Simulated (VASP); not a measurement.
Wanted: the native input for a VASP 6.6.1 run.

```yaml
Task: G0W0 quasiparticle levels
Functional: PBE
Potentials_or_basis: VASP PAW PBE potentials, release 64 (B_GW, P_GW)
Cutoff: 500 eV
k_mesh: 6 × 6 × 6
Occupations: gaussian, width 0.01 eV
Spin: no spin polarisation
Dipole_correction: no
GW_scheme: G0W0
GW_iterations: 1
Cutoff_of_the_response_function: 100
Frequency_points: 48
Empty_bands: 53
Further_INCAR_settings: ALGO = EVGW0; EDIFF = 1e-08; NBANDS = 57
```

Crystal: BP.

```
B P
1.0
     0.00000    2.26832    2.26832
     2.26832    0.00000    2.26832
     2.26832    2.26832    0.00000
B P
1 1
Direct
  0.00000 0.00000 0.00000
  0.25000 0.25000 0.25000
```

These files were run (other wordings do the same):

POSCAR

```
BP
1.0
    0.0000000000      2.2683154746      2.2683154746
    2.2683154746      0.0000000000      2.2683154746
    2.2683154746      2.2683154746      0.0000000000
B P
1 1
Direct
    0.0000000000      0.0000000000      0.0000000000
    0.2500000000      0.2500000000      0.2500000000
```

INCAR.step1

```
PREC = Accurate
ENCUT = 500
EDIFF = 1E-8
ISMEAR = 0
SIGMA = 0.01
LREAL = False
LASPH = True
NELM = 60
ALGO = Normal
LWAVE = True
LCHARG = False
GGA = PE
```

INCAR.step2

```
PREC = Accurate
ENCUT = 500
EDIFF = 1E-8
ISMEAR = 0
SIGMA = 0.01
LREAL = False
LASPH = True
NELM = 1
ALGO = Exact
LWAVE = True
LCHARG = False
GGA = PE
NBANDS = 57
LOPTICS = True
ISTART = 1
```

INCAR.step3

```
PREC = Accurate
ENCUT = 500
EDIFF = 1E-8
ISMEAR = 0
SIGMA = 0.01
LREAL = False
LASPH = True
ALGO = EVGW0
LWAVE = False
LCHARG = False
GGA = PE
NELMGW = 1
NBANDS = 57
ENCUTGW = 100.0
NOMEGA = 48
PRECFOCK = Fast
ISTART = 1
NBANDSGW = 12
```

KPOINTS

```
regular mesh
0
Gamma
  6 6 6
```

Potentials or basis: VASP PAW PBE potentials, release 64 (B_GW, P_GW).

Launch:

```console
$ cat potpaw_PBE.64/B_GW/POTCAR potpaw_PBE.64/P_GW/POTCAR > POTCAR
$ cp INCAR.step1 INCAR
$ mpirun -np 1 vasp_std > vasp.out
$ cp INCAR.step2 INCAR
$ mpirun -np 1 vasp_std > vasp.out
$ cp INCAR.step3 INCAR
$ mpirun -np 1 vasp_std > vasp.out
```

It gave:

| Quantity | Value |
| --- | --- |
| Quasiparticle gap | 1.88 eV |
| Least direct quasiparticle gap | 4.24 eV |
| Band gap of the starting levels on the mesh | 1.33 eV |
| Least direct gap of the starting levels on the mesh | 3.40 eV |

Caveat: the k points lie up to 0.40 Å⁻¹ apart; bands, screening cutoff and mesh are small and nothing is extrapolated, so the quasiparticle values aren't converged.

Wall time 2.3 min on 1 thread of AMD EPYC 9R45 96-Core Processor (Zen 5), with other jobs on the host, peak memory 0.28 GiB.
